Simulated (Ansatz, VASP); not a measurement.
BiS in VASP and in Ansatz

```
Bi S
1.0
     4.00294    0.00000    0.00000
     0.00000    4.00294    0.00000
     0.00000    0.00000    4.00294
Bi S
1 1
Direct
  0.50000 0.50000 0.50000
  0.00000 0.00000 0.00000
```

Alike in both runs: task single point; functional PBE; k mesh 4 × 4 × 4; occupations fermi-dirac, width 0.03 eV; no spin polarisation.

|  | VASP | Ansatz |
| --- | --- | --- |
| version | VASP 6.6.1 | Ansatz 0.2.0 |
| potentials or method | VASP PAW PBE potentials, release 64 (Bi_d, S), cutoff 500 eV | all-electron LAPW, scalar-relativistic |

|  | VASP | Ansatz | Ansatz less VASP |
| --- | --- | --- | --- |
| gap on the k mesh at the Fermi level (eV) | none | none | - |
| pressure (GPa) | -11.2 | -11.2 | +0.05 |

A gap of «none» marks a metal or a gap that the smearing closes. Ansatz ran all-electron here, and VASP with PAW potentials.

The k mesh is coarse, so the values compare programs but aren't converged. Neither program's run includes spin-orbit coupling. Noted on Ansatz's run: the k mesh is thin for a metal, which can move the energy by tens of meV per atom.
